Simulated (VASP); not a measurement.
# Ga4AsP3 (P-43m) in VASP: further runs

Ga4AsP3 is run at these levels: PBE; tasks: relaxation of cell and atoms.

All numbers are computed with VASP 6.6.1; they aren't measurements. Logs are shortened: lines on timing, memory, paths and dates and some standing lists are left out, and cuts for length are marked.

### 1 The cell of the first run

Symmetry: P-43m, No. 215, cubic system. Conventional cell: a = 5.564 Å, b = 5.564 Å, c = 5.564 Å, α = 90.00°, β = 90.00°, γ = 90.00°. Within 3.2 Å of Ga (site symmetry 3m) lie 3 P at 2.40 Å and 1 As at 2.45 Å. Within 3.2 Å of P (site symmetry -42m) lie 4 Ga at 2.40 Å. Within 3.2 Å of As (site symmetry -43m) lie 4 Ga at 2.45 Å.

### 2 Relaxation of cell and atoms, PBE

INCAR reads:

```
  PREC = Accurate
  ENCUT = 600
  EDIFF = 1E-6
  ISMEAR = 0
  SIGMA = 0.02
  LREAL = F
  LASPH = T
  NELM = 60
  ALGO = Normal
  ISIF = 3
  LWAVE = F
  LCHARG = F
  GGA = PE
  IBRION = 2
  NSW = 100
  EDIFFG = -0.01
```

KPOINTS reads:

```
regular mesh
0
Gamma
  6 6 6
```

POSCAR reads:

```
Ga4AsP3
1.0
    5.5637786000      0.0000000000      0.0000000000
    0.0000000000      5.5637786000      0.0000000000
    0.0000000000      0.0000000000      5.5637786000
Ga P As
4 3 1
Direct
    0.7545030000      0.7545030000      0.2454970000
    0.7545030000      0.2454970000      0.7545030000
    0.2454970000      0.7545030000      0.7545030000
    0.2454970000      0.2454970000      0.2454970000
    0.5000000000      0.0000000000      0.0000000000
    0.0000000000      0.5000000000      0.0000000000
    0.0000000000      0.0000000000      0.5000000000
    0.5000000000      0.5000000000      0.5000000000
```

Potentials or basis: VASP PAW PBE potentials, release 64 (Ga_d, P, As).

Command:

```bash
> cat potpaw_PBE.64/Ga_d/POTCAR potpaw_PBE.64/P/POTCAR potpaw_PBE.64/As/POTCAR > POTCAR
> mpirun -np 1 vasp_std > vasp.out
```

OUTCAR:

```text
PREC = Accurate
   ENCUT = 600
   EDIFF = 1E-6
   ISMEAR = 0
   LREAL = F
   LASPH = T
   NELM = 60
   ISIF = 3
   GGA = PE
   IBRION = 2
   NSW = 100
   EDIFFG = -0.01

 ion  position               nearest neighbor table
   1  0.755  0.755  0.245-   5 2.40   6 2.40   7 2.40   8 2.45
   2  0.755  0.245  0.755-   5 2.40   6 2.40   7 2.40   8 2.45
   3  0.245  0.755  0.755-   5 2.40   6 2.40   7 2.40   8 2.45
   4  0.245  0.245  0.245-   5 2.40   6 2.40   7 2.40   8 2.45
   5  0.500  0.000  0.000-   1 2.40   2 2.40   3 2.40   4 2.40
   6  0.000  0.500  0.000-   1 2.40   2 2.40   3 2.40   4 2.40
   7  0.000  0.000  0.500-   1 2.40   2 2.40   3 2.40   4 2.40
   8  0.500  0.500  0.500-   1 2.45   2 2.45   3 2.45   4 2.45

  LATTYP: Found a simple cubic cell.
 ALAT       =     5.5637786000

  Lattice vectors:

 A1 = (   5.5637786000,   0.0000000000,   0.0000000000)
 A2 = (   0.0000000000,   5.5637786000,   0.0000000000)
 A3 = (   0.0000000000,   0.0000000000,   5.5637786000)

Analysis of symmetry for initial positions (statically):
=====================================================================
 Subroutine PRICEL returns:
 Original cell was already a primitive cell.

 Routine SETGRP: Setting up the symmetry group for a
 simple cubic supercell.

 Subroutine GETGRP returns: Found 24 space group operations
 (whereof 24 operations were pure point group operations)
 out of a pool of 48 trial point group operations.

The static configuration has the point symmetry T_d .

Analysis of symmetry for dynamics (positions and initial velocities):
=====================================================================
 Subroutine PRICEL returns:
 Original cell was already a primitive cell.

 Routine SETGRP: Setting up the symmetry group for a
 simple cubic supercell.

 Subroutine GETGRP returns: Found 24 space group operations
 (whereof 24 operations were pure point group operations)
 out of a pool of 48 trial point group operations.

The dynamic configuration has the point symmetry T_d .

 Subroutine INISYM returns: Found 24 space group operations
 (whereof 24 operations are pure point group operations),
 and found     1 'primitive' translations

----------------------------------------------------------------------------------------

                                     Primitive cell

  volume of cell :     172.2303

  direct lattice vectors                    reciprocal lattice vectors
     5.563778600  0.000000000  0.000000000     0.179733967  0.000000000  0.000000000
     0.000000000  5.563778600  0.000000000     0.000000000  0.179733967  0.000000000
     0.000000000  0.000000000  5.563778600     0.000000000  0.000000000  0.179733967

  length of vectors
     5.563778600  5.563778600  5.563778600     0.179733967  0.179733967  0.179733967

  position of ions in fractional coordinates (direct lattice)
     0.754503000  0.754503000  0.245497000
     0.754503000  0.245497000  0.754503000
     0.245497000  0.754503000  0.754503000
     0.245497000  0.245497000  0.245497000
     0.500000000  0.000000000  0.000000000
     0.000000000  0.500000000  0.000000000
     0.000000000  0.000000000  0.500000000
     0.500000000  0.500000000  0.500000000

  ion indices of the primitive-cell ions
   primitive index   ion index
                 1           1
                 2           2
                 3           3
                 4           4
                 5           5
                 6           6
                 7           7
                 8           8

----------------------------------------------------------------------------------------

 KPOINTS: regular mesh

Automatic generation of k-mesh.
 Grid dimensions read from file:
 generate k-points for:    6    6    6

 Generating k-lattice:

  Cartesian coordinates                     Fractional coordinates (reciprocal lattice)
     0.029955661  0.000000000  0.000000000     0.166666667  0.000000000  0.000000000
     0.000000000  0.029955661  0.000000000     0.000000000  0.166666667  0.000000000
     0.000000000  0.000000000  0.029955661     0.000000000  0.000000000  0.166666667

  Length of vectors
     0.029955661  0.029955661  0.029955661

  Shift w.r.t. Gamma in fractional coordinates (k-lattice)
     0.000000000  0.000000000  0.000000000

 Subroutine IBZKPT returns following result:
 ===========================================

 Found     20 irreducible k-points:

 Following reciprocal coordinates:
            Coordinates               Weight
  0.000000  0.000000  0.000000      1.000000
  0.166667  0.000000  0.000000      6.000000
  0.333333  0.000000  0.000000      6.000000
  0.500000  0.000000  0.000000      3.000000
  0.166667  0.166667  0.000000     12.000000
  0.333333  0.166667  0.000000     24.000000
[... 12 lines left out ...]
  0.500000  0.500000  0.333333      6.000000
  0.500000  0.500000  0.500000      1.000000
   k-points           NKPTS =     20   k-points in BZ     NKDIM =     20   number of bands    NBANDS=     43
   number of dos      NEDOS =    301   number of ions     NIONS =      8
   total plane-waves  NPLWV = 110592
   dimension x,y,z NGX =    48 NGY =   48 NGZ =   48
   dimension x,y,z NGXF=    96 NGYF=   96 NGZF=   96
   ions per type =               4   3   1
   NGX,Y,Z   is equivalent  to a cutoff of  14.34, 14.34, 14.34 a.u.
   NGXF,Y,Z  is equivalent  to a cutoff of  28.68, 28.68, 28.68 a.u.
 SYSTEM =  unknown system
   PREC   = accura    normal or accurate (medium, high low for compatibility)
   ISTART =      0    job   : 0-new  1-cont  2-samecut
   ICHARG =      2    charge: 1-file 2-atom 10-const
   ISPIN  =      1    spin polarized calculation?
   LNONCOLLINEAR =      F non collinear calculations
   LSORBIT =      F    spin-orbit coupling
   LASPH  =      T    aspherical Exc in radial PAW
   ENCUT  =  600.0 eV  44.10 Ry    6.64 a.u.  11.11 11.11 11.11*2*pi/ulx,y,z
   NELM   =     60;   NELMIN=  2; NELMDL= -5     # of ELM steps
   EDIFF  = 0.1E-05   stopping-criterion for ELM
   LREAL  =      F    real-space projection
   EDIFFG = -.1E-01   stopping-criterion for IOM
   NSW    =    100    number of steps for IOM
   IBRION =      2    ionic relax: 0-MD 1-quasi-New 2-CG
   NFREE  =      1    steps in history (QN), initial steepest desc. (CG)
   ISIF   =      3    stress and relaxation
   ISYM   =      2    0-nonsym 1-usesym 2-fastsym
   POTIM  = 0.5000    time-step for ionic-motion
   TEBEG  =    0.0;   TEEND  =   0.0 temperature during run
   PSTRESS=    0.0 pullay stress
   NELECT =      72.0000    total number of electrons
   NUPDOWN=      -1.0000    fix difference up-down
   EMIN   =  10.00;   EMAX   =-10.00  energy-range for DOS
   EFERMI =   0.00;   METHOD = LEGACY
   ISMEAR =     0;   SIGMA  =   0.02  broadening in eV -4-tet -1-fermi 0-gaus
   EFERMI_NEDOS =   21; number of points for ismear=-14 and -15
   IALGO  =     38    algorithm
   IMIX   =      4    mixing-type and parameters
     AMIX     =   0.40;   BMIX     =  1.00
     AMIX_MAG =   1.60;   BMIX_MAG =  1.00
  volume/ion in A,a.u.               =      21.53       145.28
  Fermi-wavevector in a.u.,A,eV,Ry     =   1.224097  2.313208 20.387152  1.498413
  Thomas-Fermi vector in A             =   2.359184
   LORBIT       =      0    0 simple, 1 ext, 2 COOP (PROOUT), +10 PAW based schemes
   GGA     = PE    functional components
   LHFCALC =     F    Hartree Fock is set to
   AEXX    =    0.0000 exact exchange contribution
   IVDW    =     0    specifies the selected vdW correction
   LEPSILON=     F    determine dielectric tensor
   LRPA    =     F    only Hartree local field effects (RPA)
 conjugate gradient relaxation of ions
 non-spin polarized calculation
 Gauss-broadening in eV      SIGMA  =   0.02
  energy-cutoff  :      600.00
  volume of cell :      172.23
 maximum number of plane-waves:      5832
 NGX is ok and might be reduce to    48
   NGX = 23   NGY = 23   NGZ = 23

 number of electron      72.0000056 magnetization

 Free energy of the ion-electron system (eV)
  ---------------------------------------------------
  ext. energy  EPLUGINS =         0.00000000
  ---------------------------------------------------
  free energy    TOTEN  =       -35.60078192 eV

  energy without entropy =      -35.60078192  energy(sigma->0) =      -35.60078192

 E-fermi :   4.2648     XC(G=0):  -9.6193

 val. band max:        4.1421987730   @ k =   0.0000   0.0000   0.0000
 cond. band min:       5.2999681159   @ k =   0.0000   0.0000   0.0000
 fundamental gap:      1.1577693429
 Fermi energy:         4.2647949790

 k-point     1 :       0.0000    0.0000    0.0000
  band No.  band energies     occupation
      1     -10.5495      2.00000
      2     -10.5374      2.00000
      3     -10.5374      2.00000
      4     -10.4387      2.00000
      5     -10.4387      2.00000
      6     -10.4387      2.00000
[... 35 lines left out ...]
     42       5.9318      0.00000
     43       5.9318      0.00000

 k-point     2 :       0.1667    0.0000    0.0000
  band No.  band energies     occupation
      1     -10.5449      2.00000
      2     -10.5341      2.00000
      3     -10.5326      2.00000
      4     -10.4476      2.00000
      5     -10.4352      2.00000
      6     -10.4352      2.00000
[... 35 lines left out ...]
     42       6.4313      0.00000
     43       6.4454      0.00000

 k-point     3 :       0.3333    0.0000    0.0000
  band No.  band energies     occupation
      1     -10.5345      2.00000
      2     -10.5267      2.00000
      3     -10.5186      2.00000
      4     -10.4698      2.00000
      5     -10.4258      2.00000
      6     -10.4258      2.00000
[... 35 lines left out ...]
     42       7.6541      0.00000
     43       7.6745      0.00000

 k-point     4 :       0.5000    0.0000    0.0000
  band No.  band energies     occupation
      1     -10.5287      2.00000
      2     -10.5227      2.00000
      3     -10.4977      2.00000
      4     -10.4945      2.00000
      5     -10.4147      2.00000
      6     -10.4147      2.00000
[... 679 lines left out ...]
     42       8.4718      0.00000
     43       8.5562      0.00000

 k-point    19 :       0.5000    0.5000    0.3333
  band No.  band energies     occupation
      1     -10.5148      2.00000
      2     -10.5056      2.00000
      3     -10.5055      2.00000
      4     -10.5055      2.00000
      5     -10.4207      2.00000
      6     -10.4197      2.00000
[... 35 lines left out ...]
     42       8.6560      0.00000
     43       8.7012      0.00000

 k-point    20 :       0.5000    0.5000    0.5000
  band No.  band energies     occupation
      1     -10.5162      2.00000
      2     -10.5064      2.00000
      3     -10.5064      2.00000
      4     -10.5064      2.00000
      5     -10.4210      2.00000
      6     -10.4210      2.00000
[... 35 lines left out ...]
     42       8.6917      0.00000
     43       8.7093      0.00000

------------------------ aborting loop because EDIFF is reached ----------------------------------------

  FORCE on cell =-STRESS in cart. coord.  units (eV):
  Direction    XX          YY          ZZ          XY          YZ          ZX
  --------------------------------------------------------------------------------------
  -------------------------------------------------------------------------------------
  Total        0.0579745      0.0579745      0.0579745     -0.0000000      0.0000000     -0.0000000
  in kB        0.5393091      0.5393091      0.5393091     -0.0000000      0.0000000     -0.0000000
  external PRESSURE =       0.5393091 kB  Pullay stress =       0.0000000 kB

 VOLUME and BASIS-vectors are now :
 -----------------------------------------------------------------------------
  energy-cutoff  :      600.00
  volume of cell :      172.23
      direct lattice vectors                 reciprocal lattice vectors
     5.563778600  0.000000000  0.000000000     0.179733967  0.000000000  0.000000000
     0.000000000  5.563778600  0.000000000     0.000000000  0.179733967  0.000000000
     0.000000000  0.000000000  5.563778600     0.000000000  0.000000000  0.179733967

 POSITION                                       TOTAL-FORCE (eV/Angst)
 -----------------------------------------------------------------------------------
      4.19789      4.19789      1.36589         0.001951      0.001951     -0.001951
      4.19789      1.36589      4.19789         0.001951     -0.001951      0.001951
      1.36589      4.19789      4.19789        -0.001951      0.001951      0.001951
      1.36589      1.36589      1.36589        -0.001951     -0.001951     -0.001951
      2.78189      0.00000      0.00000        -0.000000     -0.000000      0.000000
      0.00000      2.78189      0.00000         0.000000      0.000000      0.000000
      0.00000      0.00000      2.78189         0.000000      0.000000      0.000000
      2.78189      2.78189      2.78189        -0.000000      0.000000      0.000000
 -----------------------------------------------------------------------------------
    total drift:                               -0.000000     -0.000000      0.000000

  FREE ENERGIE OF THE ION-ELECTRON SYSTEM (eV)
  ---------------------------------------------------
  free  energy   TOTEN  =       -35.6007819191 eV

  energy  without entropy=      -35.6007819191  energy(sigma->0) =      -35.60078192

 reached required accuracy - stopping structural energy minimisation
```

It took 70 s on 1 thread of Intel Xeon Platinum 8559C (Emerald Rapids), shared host; peak memory 0.42 GiB.

What came out:

```
Free energy                  : -35.6008 eV
Pressure after relaxing      : 0.1 GPa
Largest force after relaxing : 0.003 eV/Å
Band gap on the k mesh       : 1.16 eV
```

Forces on the atoms (eV/Å):
```
Ga   0.002  0.002 -0.002
Ga   0.002 -0.002  0.002
Ga  -0.002  0.002  0.002
Ga  -0.002 -0.002 -0.002
P    0.000  0.000  0.000
P    0.000  0.000  0.000
P    0.000  0.000  0.000
As   0.000  0.000  0.000
```

Final structure:
```
Ga P As
1.0
     5.56378    0.00000    0.00000
     0.00000    5.56378    0.00000
     0.00000    0.00000    5.56378
Ga P As
4 3 1
Cartesian
  4.1979 4.1979 1.3659
  4.1979 1.3659 4.1979
  1.3659 4.1979 4.1979
  1.3659 1.3659 1.3659
  2.7819 0.0000 0.0000
  0.0000 2.7819 0.0000
  0.0000 0.0000 2.7819
  2.7819 2.7819 2.7819
```

Levels at points of the mesh, in eV from the valence-band top:
```
           k point  band 32  band 33  band 34  band 35  band 36  band 37  band 38  band 39  band 40  band 41
(0.00, 0.00, 0.00)    -2.53    -2.53     0.00     0.00     0.00     1.16     1.44     1.78     1.78     1.78
(0.50, 0.00, 0.00)    -3.18    -1.75    -1.75    -1.48    -1.48     2.03     2.24     3.41     3.55     4.61
(0.50, 0.50, 0.00)    -3.14    -1.38    -1.24    -1.02    -1.02     2.85     2.85     3.01     3.19     5.43
(0.50, 0.50, 0.50)    -1.18    -1.18    -0.85    -0.85    -0.85     1.36     1.38     1.38     1.38     4.54
```

Caveat: the relaxation stopped at its first step, so nothing moved. A k mesh can miss the band edges.

(Part 1 of 2 ends here.)
